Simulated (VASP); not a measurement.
# AlN in VASP: a series of runs

Aim: see how the results for AlN move with the level of theory and the settings. Levels: PBEsol, r2SCAN. Tasks: single point.

Everything below comes from runs of VASP 6.6.1. Logs are shortened: lines on timing, memory, paths and dates and some standing lists are left out, and cuts for length are marked.

## Step 1: The cell of the first run

The structure is cubic, space group Fm-3m (No. 225). The conventional cell has a = 4.223 Å, b = 4.223 Å, c = 4.223 Å, α = 90.00°, β = 90.00°, γ = 90.00°. Within 2.8 Å of Al (site symmetry m-3m) lie 6 N at 2.11 Å. Within 2.8 Å of N (site symmetry m-3m) lie 6 Al at 2.11 Å.

## Step 2: Single point, PBEsol (strained and its atoms moved)

File INCAR:

```
  PREC = Accurate
  ENCUT = 520
  EDIFF = 1E-7
  ISMEAR = 0
  SIGMA = 0.02
  LREAL = False
  LASPH = True
  NELM = 80
  ALGO = Normal
  ISIF = 2
  LWAVE = False
  LCHARG = False
  GGA = PS
  NBANDS = 11
```

File KPOINTS:

```
regular mesh
0
Gamma
  10 10 10
```

File POSCAR:

```
AlN
1.0
    0.0000000000      2.1115245063      2.1115245063
    2.1115245063      0.0000000000      2.1115245063
    2.1115245063      2.1115245063      0.0000000000
Al N
1 1
Direct
    0.5000000000      0.5000000000      0.5000000000
    0.0000000000      0.0000000000      0.0000000000
```

Potentials or basis: VASP PAW PBE potentials, release 64 (Al, N).

Run with:

```sh
> cat potpaw_PBE.64/Al/POTCAR potpaw_PBE.64/N/POTCAR > POTCAR
> mpirun -np 1 vasp_std > vasp.out
```

OUTCAR:

```text
PREC = Accurate
   ENCUT = 520
   EDIFF = 1E-7
   ISMEAR = 0
   LREAL = False
   LASPH = True
   NELM = 80
   ISIF = 2
   GGA = PS

 ion  position               nearest neighbor table
   1  0.500  0.500  0.500-   2 2.11   2 2.11   2 2.11   2 2.11   2 2.11   2 2.11
   2  0.000  0.000  0.000-   1 2.11   1 2.11   1 2.11   1 2.11   1 2.11   1 2.11

  LATTYP: Found a face centered cubic cell.
 ALAT       =     4.2230490126

  Lattice vectors:

 A1 = (   0.0000000000,   2.1115245063,   2.1115245063)
 A2 = (   2.1115245063,   0.0000000000,   2.1115245063)
 A3 = (   2.1115245063,   2.1115245063,   0.0000000000)

Analysis of symmetry for initial positions (statically):
=====================================================================
 Subroutine PRICEL returns:
 Original cell was already a primitive cell.

 Routine SETGRP: Setting up the symmetry group for a
 face centered cubic supercell.

 Subroutine GETGRP returns: Found 48 space group operations
 (whereof 48 operations were pure point group operations)
 out of a pool of 48 trial point group operations.

The static configuration has the point symmetry O_h .

Analysis of symmetry for dynamics (positions and initial velocities):
=====================================================================
 Subroutine PRICEL returns:
 Original cell was already a primitive cell.

 Routine SETGRP: Setting up the symmetry group for a
 face centered cubic supercell.

 Subroutine GETGRP returns: Found 48 space group operations
 (whereof 48 operations were pure point group operations)
 out of a pool of 48 trial point group operations.

The dynamic configuration has the point symmetry O_h .

 Subroutine INISYM returns: Found 48 space group operations
 (whereof 48 operations are pure point group operations),
 and found     1 'primitive' translations

----------------------------------------------------------------------------------------

                                     Primitive cell

  volume of cell :      18.8286

  direct lattice vectors                    reciprocal lattice vectors
     0.000000000  2.111524506  2.111524506    -0.236795736  0.236795736  0.236795736
     2.111524506  0.000000000  2.111524506     0.236795736 -0.236795736  0.236795736
     2.111524506  2.111524506  0.000000000     0.236795736  0.236795736 -0.236795736

  length of vectors
     2.986146594  2.986146594  2.986146594     0.410142246  0.410142246  0.410142246

  position of ions in fractional coordinates (direct lattice)
     0.500000000  0.500000000  0.500000000
[... 82 lines left out ...]
   IBRION =     -1    ionic relax: 0-MD 1-quasi-New 2-CG
   NFREE  =      0    steps in history (QN), initial steepest desc. (CG)
   ISIF   =      2    stress and relaxation
   ISYM   =      2    0-nonsym 1-usesym 2-fastsym
   POTIM  = 0.5000    time-step for ionic-motion
   TEBEG  =    0.0;   TEEND  =   0.0 temperature during run
   PSTRESS=    0.0 pullay stress
   NELECT =       8.0000    total number of electrons
   NUPDOWN=      -1.0000    fix difference up-down
   EMIN   =  10.00;   EMAX   =-10.00  energy-range for DOS
   EFERMI =   0.00;   METHOD = LEGACY
   ISMEAR =     0;   SIGMA  =   0.02  broadening in eV -4-tet -1-fermi 0-gaus
   EFERMI_NEDOS =   21; number of points for ismear=-14 and -15
   IALGO  =     38    algorithm
   IMIX   =      4    mixing-type and parameters
     AMIX     =   0.40;   BMIX     =  1.00
     AMIX_MAG =   1.60;   BMIX_MAG =  1.00
  volume/ion in A,a.u.               =       9.41        63.53
  Fermi-wavevector in a.u.,A,eV,Ry     =   1.230737  2.325756 20.608940  1.514714
  Thomas-Fermi vector in A             =   2.365574
   LORBIT       =      0    0 simple, 1 ext, 2 COOP (PROOUT), +10 PAW based schemes
   GGA     = PS    functional components
   LHFCALC =     F    Hartree Fock is set to
   AEXX    =    0.0000 exact exchange contribution
   IVDW    =     0    specifies the selected vdW correction
   LEPSILON=     F    determine dielectric tensor
   LRPA    =     F    only Hartree local field effects (RPA)
 non-spin polarized calculation
 Gauss-broadening in eV      SIGMA  =   0.02
  energy-cutoff  :      520.00
  volume of cell :       18.83
 maximum number of plane-waves:       531
 NGX is ok and might be reduce to    24
   NGX = 11   NGY = 11   NGZ = 11

 number of electron       8.0000000 magnetization

 Free energy of the ion-electron system (eV)
  ---------------------------------------------------
  ext. energy  EPLUGINS =         0.00000000
  ---------------------------------------------------
  free energy    TOTEN  =       -15.24166424 eV

  energy without entropy =      -15.24166424  energy(sigma->0) =      -15.24166424

 E-fermi :   8.3938     XC(G=0): -11.8517

 val. band max:        8.2825172241   @ k =   0.0000   0.0000   0.0000
 cond. band min:      11.6645387154   @ k =   0.5000   0.5000   0.0000
 fundamental gap:      3.3820214913
 Fermi energy:         8.3938429418

 k-point     1 :       0.0000    0.0000    0.0000
  band No.  band energies     occupation
      1      -8.1385      2.00000
      2       8.2825      2.00000
      3       8.2825      2.00000
      4       8.2825      2.00000
      5      12.1985      0.00000
      6      19.8897      0.00000
      7      19.8897      0.00000
      8      19.8897      0.00000
      9      24.6272      0.00000
     10      24.9392      0.00000
     11      24.9398      0.00000
[... 309 lines left out ...]
 k-point    24 :       0.4000    0.3000    0.0000
  band No.  band energies     occupation
      1      -5.5211      2.00000
      2       2.9014      2.00000
      3       5.7967      2.00000
      4       6.2614      2.00000
      5      13.3029      0.00000
      6      14.9022      0.00000
      7      19.0062      0.00000
      8      22.2287      0.00000
      9      22.8438      0.00000
     10      28.6167      0.00000
     11      31.0478      0.00000

 [... further k-points ...]
[... 5 lines left out ...]
  --------------------------------------------------------------------------------------
  -------------------------------------------------------------------------------------
  Total       -3.0864865     -3.0864865     -3.0864865      0.0000000      0.0000000     -0.0000000
  in kB     -262.6374117   -262.6374117   -262.6374117      0.0000000      0.0000000     -0.0000000
  external PRESSURE =    -262.6374117 kB  Pullay stress =       0.0000000 kB

 VOLUME and BASIS-vectors are now :
 -----------------------------------------------------------------------------
  energy-cutoff  :      520.00
  volume of cell :       18.83
      direct lattice vectors                 reciprocal lattice vectors
     0.000000000  2.111524506  2.111524506    -0.236795736  0.236795736  0.236795736
     2.111524506  0.000000000  2.111524506     0.236795736 -0.236795736  0.236795736
     2.111524506  2.111524506  0.000000000     0.236795736  0.236795736 -0.236795736

 POSITION                                       TOTAL-FORCE (eV/Angst)
 -----------------------------------------------------------------------------------
      2.11152      2.11152      2.11152         0.000000      0.000000     -0.000000
      0.00000      0.00000      0.00000         0.000000     -0.000000      0.000000
 -----------------------------------------------------------------------------------
    total drift:                                0.000000     -0.000000     -0.000000

  FREE ENERGIE OF THE ION-ELECTRON SYSTEM (eV)
  ---------------------------------------------------
  free  energy   TOTEN  =       -15.2416642386 eV

  energy  without entropy=      -15.2416642386  energy(sigma->0) =      -15.24166424
```

Wall time 13 s (1 thread of Intel Xeon 8259CL, shared host); peak memory 0.14 GiB.

What came out:

| Item | Value |
| --- | --- |
| Free energy | -15.2417 eV |
| Pressure | -26.3 GPa |
| Band gap on the k mesh | 3.38 eV, indirect (least direct gap 3.92 eV) |

Levels at points of the mesh, in eV from the valence-band top:
```csv
k point,band 1,band 2,band 3,band 4,band 5,band 6,band 7,band 8
"(0.00, 0.00, 0.00)",-16.42,0.00,0.00,0.00,3.92,11.61,11.61,11.61
"(0.50, 0.00, 0.00)",-13.62,-7.57,-0.87,-0.87,5.25,9.90,9.90,11.35
"(0.50, 0.50, 0.00)",-12.80,-6.60,-2.50,-2.50,3.38,5.33,12.45,15.21
```

Caveat: the cell differs from its parent crystal (strained and its atoms moved); the PAW data sets were made with another functional, which shifts forces and pressure a little. A k mesh can miss the band edges.

## Step 3: Single point, r2SCAN (functional r2SCAN, strained)

File POSCAR:

```
AlN
1.0
    0.0000000000      2.0931121184      2.0931121184
    2.0931121184      0.0000000000      2.0931121184
    2.0931121184      2.0931121184      0.0000000000
Al N
1 1
Direct
    0.5000000000      0.5000000000      0.5000000000
    0.0000000000      0.0000000000      0.0000000000
```

File INCAR.step1:

```
PREC = Accurate ; ENCUT = 520
ISMEAR = 0 ; SIGMA = 0.02
LREAL = F ; LASPH = T
NELM = 60 ; NBANDS = 11
GGA = PE ; ALGO = Normal
EDIFF = 1E-4 ; LWAVE = T
LCHARG = F
```

File INCAR.step2:

```
PREC = Accurate ; ENCUT = 520
EDIFF = 1E-7 ; ISMEAR = 0
SIGMA = 0.02 ; LREAL = F
LASPH = T ; NELM = 60
ALGO = Normal ; ISIF = 2
LWAVE = F ; LCHARG = F
METAGGA = R2SCAN ; LMIXTAU = T
NBANDS = 11 ; ISTART = 1
```

File KPOINTS:

```
Automatic mesh
0
Gamma
  10 10 10
```

Potentials or basis: VASP PAW PBE potentials, release 64 (Al, N).

Run with:

```sh
> cat potpaw_PBE.64/Al/POTCAR potpaw_PBE.64/N/POTCAR > POTCAR
> cp INCAR.step1 INCAR
> mpirun -np 1 vasp_std > vasp.out
> cp INCAR.step2 INCAR
> mpirun -np 1 vasp_std > vasp.out
```

It took 55 s on 1 thread of Intel Xeon 8259CL, shared host; peak memory 0.14 GiB.

Results (log left out):

```yaml
Free_energy: -18.7346 eV
Pressure: -24.9 GPa
Band_gap_on_the_k_mesh: 4.47 eV, indirect (least direct gap 5.03 eV)
```

Levels at points of the mesh, in eV from the valence-band top:
| k point | band 1 | band 2 | band 3 | band 4 | band 5 | band 6 | band 7 | band 8 | band 9 |
| --- | --- | --- | --- | --- | --- | --- | --- | --- | --- |
| (0.00, 0.00, 0.00) | -17.48 | 0.00 | 0.00 | 0.00 | 5.03 | 12.55 | 12.55 | 12.55 | 17.78 |
| (0.50, 0.00, 0.00) | -14.65 | -7.79 | -0.97 | -0.97 | 6.24 | 11.04 | 11.04 | 13.02 | 16.35 |
| (0.50, 0.50, 0.00) | -13.82 | -6.86 | -2.63 | -2.63 | 4.47 | 6.13 | 14.07 | 17.03 | 17.03 |

Caveat: the cell differs from its parent crystal (functional r2SCAN, strained); the PAW data sets were made with another functional, which shifts forces and pressure a little.

## Step 4: Single point, PBEsol (one atom moved)

File INCAR:

```
SYSTEM = AlN
PREC = Accurate
ENCUT = 520
EDIFF = 1E-6
ISMEAR = 0
SIGMA = 0.02
LREAL = .False.
LASPH = .True.
NELM = 80
ALGO = Normal
ISIF = 2
LWAVE = .False.
LCHARG = .False.
GGA = PS
NBANDS = 11
```

File KPOINTS:

```
regular mesh
0
Gamma
  10 10 10
  0 0 0
```

File POSCAR:

```
AlN
1.0
    0.0000000000      2.0345180000      2.0345180000
    2.0345180000      0.0000000000      2.0345180000
    2.0345180000      2.0345180000      0.0000000000
Al N
1 1
Direct
    0.5221182609      0.4778817391      0.5221182609
    0.0000000000      0.0000000000      0.0000000000
```

Run with:

```sh
> cat potpaw_PBE.64/Al/POTCAR potpaw_PBE.64/N/POTCAR > POTCAR
> mpirun -np 1 vasp_std > vasp.out
```

Run time: 20 s. Hardware: 1 thread of Intel Xeon 8259CL, shared host; peak memory 0.14 GiB.

Results (log left out):

- Free energy: -15.4169 eV
- Pressure: -3.3 GPa
- Largest force: 0.642 eV/Å
- Band gap on the k mesh: 4.35 eV, indirect (least direct gap 5.38 eV)

Forces in eV/Å, atoms in the order of the input:
```
Al   0.000 -0.642  0.000
N    0.000  0.642  0.000
```

Stress tensor (GPa, compression positive):
```
-4.84  0.00  0.00
 0.00 -0.18  0.00
 0.00  0.00 -4.84
```

Levels at points of the mesh, in eV from the valence-band top:
| k point | band 1 | band 2 | band 3 | band 4 | band 5 | band 6 | band 7 | band 8 | band 9 |
| --- | --- | --- | --- | --- | --- | --- | --- | --- | --- |
| (0.00, 0.00, 0.00) | -17.37 | -0.04 | 0.00 | 0.00 | 5.38 | 11.99 | 12.00 | 12.00 | 16.98 |
| (0.50, 0.00, 0.00) | -14.16 | -8.24 | -1.06 | -1.05 | 5.92 | 10.71 | 10.76 | 13.03 | 15.74 |
| (0.50, 0.50, 0.00) | -13.18 | -7.31 | -2.77 | -2.77 | 4.35 | 5.18 | 13.75 | 16.87 | 16.89 |
| (0.50, 0.00, 0.50) | -13.19 | -7.30 | -2.77 | -2.77 | 4.36 | 5.18 | 13.71 | 16.88 | 16.88 |

Caveat: the cell differs from its parent crystal (one atom moved); the PAW data sets were made with another functional, which shifts forces and pressure a little. A k mesh can miss the band edges.

## Step 5: Overview

| level | cell | gap on the mesh (eV) | pressure (GPa) |
| --- | --- | --- | --- |
| PBEsol | a = 2.986 Å, angles 60.0°, 2 atoms | 3.38 | -26.3 |
| r2SCAN | a = 2.960 Å, angles 60.0°, 2 atoms | 4.47 | -24.9 |
| PBEsol | a = 2.877 Å, angles 60.0°, 2 atoms | 4.35 | -3.3 |

Alike in all rows: task single point; potentials or basis VASP PAW PBE potentials, release 64 (Al, N); no spin polarisation; k mesh 10 × 10 × 10; cutoff (eV) 520; smearing gaussian 0.02 eV.

Caveats: the PAW data sets were made with another functional, which shifts forces and pressure a little.

Total energies depend on the potentials used, so only differences within one code and one set of settings carry meaning.
